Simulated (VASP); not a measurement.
Here is a VASP 6.6.1 calculation.

File INCAR:

```
  PREC = Accurate
  ENCUT = 520
  EDIFF = 1E-7
  ISMEAR = 0
  SIGMA = 0.05
  LREAL = False
  LASPH = True
  NELM = 80
  ALGO = Normal
  ISIF = 2
  LWAVE = False
  LCHARG = False
  GGA = PE
  NBANDS = 26
```

Contents of KPOINTS:

```
regular mesh
0
Gamma
  6 6 10
```

Contents of POSCAR:

```
BN
1.0
    4.2900000000      0.0000000000      0.0000000000
    0.0000000000      4.2900000000      0.0000000000
    0.0000000000      0.0000000000      2.4727000000
B N
4 4
Direct
    0.1742811368      0.8257188632      0.5000000000
    0.3257188632      0.3257188632      0.0000000000
    0.6742811368      0.6742811368      0.0000000000
    0.8257188632      0.1742811368      0.5000000000
    0.8126115048      0.8126115048      0.5000000000
    0.3126115048      0.6873884952      0.0000000000
    0.6873884952      0.3126115048      0.0000000000
    0.1873884952      0.1873884952      0.5000000000
```

Potentials or basis: VASP PAW PBE potentials, release 64 (B, N).

Launch:

```console
$ cat potpaw_PBE.64/B/POTCAR potpaw_PBE.64/N/POTCAR > POTCAR
$ mpirun -np 1 vasp_std > vasp.out
```

(1) What does it give for the pressure?

(2) Estimate the largest force.

(3) Estimate the band gap on the k mesh.

## Answers

(1) 38.7 GPa.

(2) 0.201 eV/Å.

(3) 4.72 eV, indirect (least direct gap 5.92 eV).
